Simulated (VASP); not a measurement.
Ti, 1 atom in the cell. The structure is cubic, space group Im-3m (No. 229). Conventional cell: a = 3.174 Å, b = 3.174 Å, c = 3.174 Å, α = 90.00°, β = 90.00°, γ = 90.00°. Within 3.6 Å of Ti (site symmetry m-3m) lie 14 Ti at 2.75 to 3.17 Å. This isn't the form of Ti at room conditions, which is hcp.

| Quantity | Value |
| --- | --- |
| Program | VASP 6.6.1 |
| Task | single point |
| Functional | LDA |
| Potentials or basis | VASP PAW LDA potentials, release 64 (Ti_sv) |
| Cutoff | 500 eV |
| k mesh | 12 × 12 × 12 |
| Occupations | fermi-dirac, width 0.15 eV |
| Spin | no spin polarisation |
| Dipole correction | no |
| Further INCAR settings | ALGO = Normal; EDIFF = 1e-06; NBANDS = 12 |

Potentials or basis: VASP PAW LDA potentials, release 64 (Ti_sv).

Run with:

```console
$ cat potpaw_LDA.64/Ti_sv/POTCAR > POTCAR
$ mpirun -np 1 vasp_std > vasp.out
```

Hardware: 1 thread of Intel(R) Xeon(R) 6975P-C (Granite Rapids), on a shared host.

Task: Estimate the wall time of this run.

Result: It took 8.5 s on 1 thread of Intel(R) Xeon(R) 6975P-C (Granite Rapids), on a shared host, peak memory 0.12 GiB. Counts: scf iterations 12, k points 72.
